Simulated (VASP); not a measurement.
# SiC (P6_3mc) in VASP: notebook

Runs on SiC. Level: r2SCAN. Tasks: phonons.

Program: VASP 6.6.1. These are calculated values, not measurements. Logs are shortened: lines on timing, memory, paths and dates and some standing lists are left out, and cuts for length are marked.

## Step 1: The cell of the first run

The structure is hexagonal, space group P6_3mc (No. 186). Conventional cell: a = 3.016 Å, b = 3.016 Å, c = 4.948 Å, α = 90.00°, β = 90.00°, γ = 120.00°. Within 2.5 Å of Si (site symmetry 3m) lie 4 C at 1.85 to 1.86 Å. Within 2.5 Å of C (site symmetry 3m) lie 4 Si at 1.85 to 1.86 Å.

## Step 2: Phonons, r2SCAN

The input, INCAR:

```
SYSTEM = SiC
ALGO     = Normal         ! electronic algorithm
EDIFF    = 1E-8           ! SCF threshold, eV
ENCUT    = 520            ! plane-wave cutoff, eV
IBRION   = 6              ! ionic algorithm
ISIF     = 2              ! what is computed and relaxed
ISMEAR   = 0              ! smearing method
LASPH    = .True.         ! aspherical terms in the spheres
LCHARG   = .False.        ! write CHGCAR
LMIXTAU  = .True.       
LREAL    = .False.        ! projectors in reciprocal space
LWAVE    = .False.        ! write WAVECAR
METAGGA  = R2SCAN         ! meta-GGA
NBANDS   = 16             ! bands
NELM     = 100            ! most SCF steps
NFREE    = 2            
NSW      = 1              ! ionic steps
POTIM    = 0.015          ! step
PREC     = Accurate       ! precision mode
SIGMA    = 0.01           ! smearing width, eV
```

The input, KPOINTS:

```
k-points
0
Gamma
  8 8 6
  0 0 0
```

The input, POSCAR:

```
SiC
1.0
    3.0162583854      0.0000000000      0.0000000000
   -1.5081291927      2.6121563861      0.0000000000
    0.0000000000      0.0000000000      4.9482768004
Si C
2 2
Direct
    0.3333333333      0.6666666667      0.0046154919
    0.6666666667      0.3333333333      0.5046154919
    0.3333333333      0.6666666667      0.3803845081
    0.6666666667      0.3333333333      0.8803845081
```

Potentials or basis: VASP PAW PBE potentials, release 64 (Si, C).

Started as:

```sh
cat potpaw_PBE.64/Si/POTCAR potpaw_PBE.64/C/POTCAR > POTCAR
mpirun -np 1 vasp_std > vasp.out
```

OUTCAR:

```text
SYSTEM = SiC
   EDIFF = 1E-8
   ENCUT = 520
   IBRION = 6
   ISIF = 2
   ISMEAR = 0
   LASPH = .True.
   LREAL = .False.
   METAGGA = R2SCAN
   NELM = 100
   NFREE = 2
   NSW = 1
   POTIM = 0.015
   PREC = Accurate

 ion  position               nearest neighbor table
   1  0.333  0.667  0.005-   4 1.85   4 1.85   4 1.85   3 1.86   2 3.03   2 3.03   2 3.03   2 3.03
                             2 3.03   2 3.03
   2  0.667  0.333  0.505-   3 1.85   3 1.85   3 1.85   4 1.86   1 3.03   1 3.03   1 3.03   1 3.03
                             1 3.03   1 3.03
   3  0.333  0.667  0.380-   2 1.85   2 1.85   2 1.85   1 1.86
   4  0.667  0.333  0.880-   1 1.85   1 1.85   1 1.85   2 1.86

  LATTYP: Found a hexagonal cell.
 ALAT       =     3.0162583854
 C/A-ratio  =     1.6405347845

  Lattice vectors:

 A1 = (   3.0162583854,   0.0000000000,   0.0000000000)
 A2 = (  -1.5081291927,   2.6121563861,   0.0000000000)
 A3 = (   0.0000000000,   0.0000000000,   4.9482768004)

Analysis of symmetry for initial positions (statically):
=====================================================================
 Subroutine PRICEL returns:
 Original cell was already a primitive cell.

 Routine SETGRP: Setting up the symmetry group for a
 hexagonal supercell.

 Subroutine GETGRP returns: Found 12 space group operations
 (whereof  6 operations were pure point group operations)
 out of a pool of 24 trial point group operations.

The static configuration has the point symmetry C_3v.
 The point group associated with its full space group is C_6v.

Analysis of symmetry for dynamics (positions and initial velocities):
=====================================================================
 Subroutine PRICEL returns:
 Original cell was already a primitive cell.

 Routine SETGRP: Setting up the symmetry group for a
 hexagonal supercell.

 Subroutine GETGRP returns: Found 12 space group operations
 (whereof  6 operations were pure point group operations)
 out of a pool of 24 trial point group operations.

The dynamic configuration has the point symmetry C_3v.
 The point group associated with its full space group is C_6v.

 Subroutine INISYM returns: Found 12 space group operations
 (whereof  6 operations are pure point group operations),
 and found     1 'primitive' translations

----------------------------------------------------------------------------------------

                                     Primitive cell

  volume of cell :      38.9872

  direct lattice vectors                    reciprocal lattice vectors
     3.016258385  0.000000000  0.000000000     0.331536583  0.191412736  0.000000000
    -1.508129193  2.612156386  0.000000000     0.000000000  0.382825471  0.000000000
     0.000000000  0.000000000  4.948276800     0.000000000  0.000000000  0.202090554

  length of vectors
     3.016258385  3.016258385  4.948276800     0.382825471  0.382825471  0.202090554

  position of ions in fractional coordinates (direct lattice)
     0.333333333  0.666666667  0.004615492
     0.666666667  0.333333333  0.504615492
     0.333333333  0.666666667  0.380384508
     0.666666667  0.333333333  0.880384508

  ion indices of the primitive-cell ions
   primitive index   ion index
                 1           1
                 2           2
                 3           3
                 4           4

----------------------------------------------------------------------------------------

 KPOINTS: k-points

Automatic generation of k-mesh.
 Grid dimensions read from file:
 generate k-points for:    8    8    6

 Generating k-lattice:

  Cartesian coordinates                     Fractional coordinates (reciprocal lattice)
     0.041442073  0.023926592  0.000000000     0.125000000 -0.000000000  0.000000000
     0.000000000  0.047853184  0.000000000     0.000000000  0.125000000  0.000000000
     0.000000000  0.000000000  0.033681759     0.000000000  0.000000000  0.166666667

  Length of vectors
     0.047853184  0.047853184  0.033681759

  Shift w.r.t. Gamma in fractional coordinates (k-lattice)
     0.000000000  0.000000000  0.000000000

 Subroutine IBZKPT returns following result:
 ===========================================

 Found     40 irreducible k-points:

 Following reciprocal coordinates:
            Coordinates               Weight
  0.000000  0.000000  0.000000      1.000000
  0.125000  0.000000  0.000000      6.000000
  0.250000  0.000000  0.000000      6.000000
  0.375000 -0.000000  0.000000      6.000000
  0.500000  0.000000  0.000000      3.000000
  0.125000  0.125000  0.000000      6.000000
[... 16 lines left out ...]
  0.250000  0.000000  0.333333     12.000000
  0.375000 -0.000000  0.333333     12.000000
 [... further k-points ...]
   k-points           NKPTS =     40   k-points in BZ     NKDIM =     40   number of bands    NBANDS=     16
   number of dos      NEDOS =    301   number of ions     NIONS =      4
   total plane-waves  NPLWV =  23040
   dimension x,y,z NGX =    24 NGY =   24 NGZ =   40
   dimension x,y,z NGXF=    48 NGYF=   48 NGZF=   80
   ions per type =               2   2
   NGX,Y,Z   is equivalent  to a cutoff of  13.23, 13.23, 13.44 a.u.
   NGXF,Y,Z  is equivalent  to a cutoff of  26.46, 26.46, 26.88 a.u.
 SYSTEM =  SiC
   PREC   = accura    normal or accurate (medium, high low for compatibility)
   ISTART =      0    job   : 0-new  1-cont  2-samecut
   ICHARG =      2    charge: 1-file 2-atom 10-const
   ISPIN  =      1    spin polarized calculation?
   LNONCOLLINEAR =      F non collinear calculations
   LSORBIT =      F    spin-orbit coupling
   LASPH  =      T    aspherical Exc in radial PAW
   ENCUT  =  520.0 eV  38.22 Ry    6.18 a.u.   5.61  5.61  9.20*2*pi/ulx,y,z
   NELM   =    100;   NELMIN=  2; NELMDL= -5     # of ELM steps
   EDIFF  = 0.1E-07   stopping-criterion for ELM
   LREAL  =      F    real-space projection
   EDIFFG = 0.1E-06   stopping-criterion for IOM
   NSW    =     85    number of steps for IOM
   IBRION =      6    ionic relax: 0-MD 1-quasi-New 2-CG
   NFREE  =      2    steps in history (QN), initial steepest desc. (CG)
   ISIF   =      2    stress and relaxation
   ISYM   =      2    0-nonsym 1-usesym 2-fastsym
   POTIM  = 0.0150    time-step for ionic-motion
   TEBEG  =    0.0;   TEEND  =   0.0 temperature during run
   PSTRESS=    0.0 pullay stress
   NELECT =      16.0000    total number of electrons
   NUPDOWN=      -1.0000    fix difference up-down
   EMIN   =  10.00;   EMAX   =-10.00  energy-range for DOS
   EFERMI =   0.00;   METHOD = LEGACY
   ISMEAR =     0;   SIGMA  =   0.01  broadening in eV -4-tet -1-fermi 0-gaus
   EFERMI_NEDOS =   21; number of points for ismear=-14 and -15
   IALGO  =     38    algorithm
   IMIX   =      4    mixing-type and parameters
     AMIX     =   0.40;   BMIX     =  1.00
     AMIX_MAG =   1.60;   BMIX_MAG =  1.00
  volume/ion in A,a.u.               =       9.75        65.77
  Fermi-wavevector in a.u.,A,eV,Ry     =   1.216581  2.299004 20.137556  1.480069
  Thomas-Fermi vector in A             =   2.351930
   LORBIT       =      0    0 simple, 1 ext, 2 COOP (PROOUT), +10 PAW based schemes
   METAGGA = R2SCAN    functional components
   LHFCALC =     F    Hartree Fock is set to
   AEXX    =    0.0000 exact exchange contribution
   IVDW    =     0    specifies the selected vdW correction
   LEPSILON=     F    determine dielectric tensor
   LRPA    =     F    only Hartree local field effects (RPA)
 finite differences with symmetry
 non-spin polarized calculation
 Gauss-broadening in eV      SIGMA  =   0.01
  energy-cutoff  :      520.00
  volume of cell :       38.99
 maximum number of plane-waves:      1099
 NGX is ok and might be reduce to    24
   NGX = 11   NGY = 11   NGZ = 19

--------------------------------------- Ionic step        1  -------------------------------------------

 number of electron      15.9999998 magnetization

 Free energy of the ion-electron system (eV)
  ---------------------------------------------------
  ext. energy  EPLUGINS =         0.00000000
  ---------------------------------------------------
  free energy    TOTEN  =       -38.53381042 eV

  energy without entropy =      -38.53381042  energy(sigma->0) =      -38.53381042

------------------------ aborting loop because EDIFF is reached ----------------------------------------

  FORCE on cell =-STRESS in cart. coord.  units (eV):
  Direction    XX          YY          ZZ          XY          YZ          ZX
  --------------------------------------------------------------------------------------
  -------------------------------------------------------------------------------------
  Total        3.5915696      3.5915696      3.5906984      0.0000000      0.0000000      0.0000000
  in kB      147.5955186    147.5955186    147.5597157      0.0000000      0.0000000      0.0000000
  external PRESSURE =     147.5835843 kB  Pullay stress =       0.0000000 kB
[... 291 lines left out ...]
--------------------------------------- Ionic step        9  -------------------------------------------

 number of electron      15.9999998 magnetization

 Free energy of the ion-electron system (eV)
  ---------------------------------------------------
  ext. energy  EPLUGINS =         0.00000000
  ---------------------------------------------------
  free energy    TOTEN  =       -38.53050689 eV

  energy without entropy =      -38.53050689  energy(sigma->0) =      -38.53050689

 E-fermi :   8.9317     XC(G=0): -12.1945

 val. band max:        8.8452993441   @ k =   0.0000   0.0000   0.0000
 cond. band min:      11.6359868929   @ k =   0.3750   0.2500   0.0000
 fundamental gap:      2.7906875488
 Fermi energy:         8.9317120424

 k-point     1 :       0.0000    0.0000    0.0000
  band No.  band energies     occupation
      1      -8.0150      2.00000
      2      -4.1473      2.00000
      3      -0.5370      2.00000
      4       7.4236      2.00000
      5       7.4236      2.00000
      6       8.6638      2.00000
[... 433 lines left out ...]
      3       0.7517      2.00000
      4       2.0858      2.00000
      5       4.4943      2.00000
      6       5.9053      2.00000
[... 8 lines left out ...]
     15      21.9589      0.00000
     16      22.4915      0.00000

 [... further k-points ...]
[... 5 lines left out ...]
  --------------------------------------------------------------------------------------
  -------------------------------------------------------------------------------------
  Total        3.4951375      3.4951375      3.7935501      0.0000000      0.0000000      0.0000000
  in kB      143.6326420    143.6326420    155.8959033      0.0000000      0.0000000      0.0000000
  external PRESSURE =     147.7203958 kB  Pullay stress =       0.0000000 kB
[... 19 lines left out ...]
  FREE ENERGIE OF THE ION-ELECTRON SYSTEM (eV)
  ---------------------------------------------------
  free  energy   TOTEN  =       -38.5305068904 eV

  energy  without entropy=      -38.5305068904  energy(sigma->0) =      -38.53050689

 INTERNAL STRAIN TENSORS FROM DISPLACED ATOMS
 ============================================

 INTERNAL STRAIN TENSOR FOR ION    1 for displacements in x,y,z  (eV/Angst):
          X           Y           Z          XY          YZ          ZX
  --------------------------------------------------------------------------------
  x     0.00000     0.00000    -0.00000   -10.16996     0.00000    -7.33888
  y   -10.16996    10.16996     0.00000     0.00000    -7.33888     0.00000
  z    -6.54547    -6.54547    12.77068    -0.00000    -0.00000     0.00000

 INTERNAL STRAIN TENSOR FOR ION    4 for displacements in x,y,z  (eV/Angst):
          X           Y           Z          XY          YZ          ZX
  --------------------------------------------------------------------------------
  x     0.00000     0.00000    -0.00000    12.19129     0.00000     7.33903
  y    12.19129   -12.19129     0.00000     0.00000     7.33903     0.00000
  z     6.54746     6.54746   -12.76884     0.00000     0.00000     0.00000

 Eigenvectors and eigenvalues of the dynamical matrix
 ----------------------------------------------------

   1 f  =   27.138721 THz   170.517610 2PiTHz  905.250275 cm-1   112.236679 meV
             X         Y         Z           dx          dy          dz
     -0.000000  1.741438  0.022839     0.000000   -0.000000    0.018715
      1.508129  0.870719  2.496977     0.000000   -0.000000   -0.018715
     -0.000000  1.741438  1.882248    -0.000000    0.000000   -0.706859
      1.508129  0.870719  4.356386    -0.000000    0.000000    0.706859
[... 71 lines left out ...]
  12 f/i=    0.001149 THz     0.007217 2PiTHz    0.038313 cm-1     0.004750 meV
             X         Y         Z           dx          dy          dz
     -0.000000  1.741438  0.022839     0.000000    0.000000    0.591778
      1.508129  0.870719  2.496977     0.000000    0.000000    0.591778
     -0.000000  1.741438  1.882248     0.000000    0.000000    0.387039
      1.508129  0.870719  4.356386     0.000000    0.000000    0.387039

 ELASTIC MODULI CONTR FROM IONIC RELAXATION (kBar)
 Direction    XX          YY          ZZ          XY          YZ          ZX
 --------------------------------------------------------------------------------
 XX        -701.6597    367.2913    326.1153      0.0000     -0.0000      0.0000
 YY         367.2913   -701.6597    326.1153     -0.0000      0.0000     -0.0000
 ZZ         326.1153    326.1153   -636.1318      0.0000      0.0000      0.0000
 XY           0.0000     -0.0000      0.0000   -534.4755      0.0000     -0.0000
 YZ          -0.0000      0.0000      0.0000      0.0000   -195.2756      0.0000
 ZX           0.0000     -0.0000      0.0000     -0.0000      0.0000   -195.2756
 --------------------------------------------------------------------------------
```

Run time: 30 min. Hardware: 1 thread of AMD EPYC 7R13 (Zen 3), shared host; peak memory 0.28 GiB.

What came out:

```yaml
Highest_phonon_frequency_at_Γ_LO-TO_splitting_left_out: 905 cm⁻¹
```

Phonon frequencies in cm⁻¹ (negative: imaginary):
```
              q point                                frequencies
(0.000, 0.000, 0.000)  0 0 0 270 270 637 825 825 825 856 856 905
```

Caveat: the cell wasn't relaxed at this level first, which shifts response properties; the PAW data sets were made with another functional, which shifts forces and pressure a little.

(Part 1 of 3 ends here.)
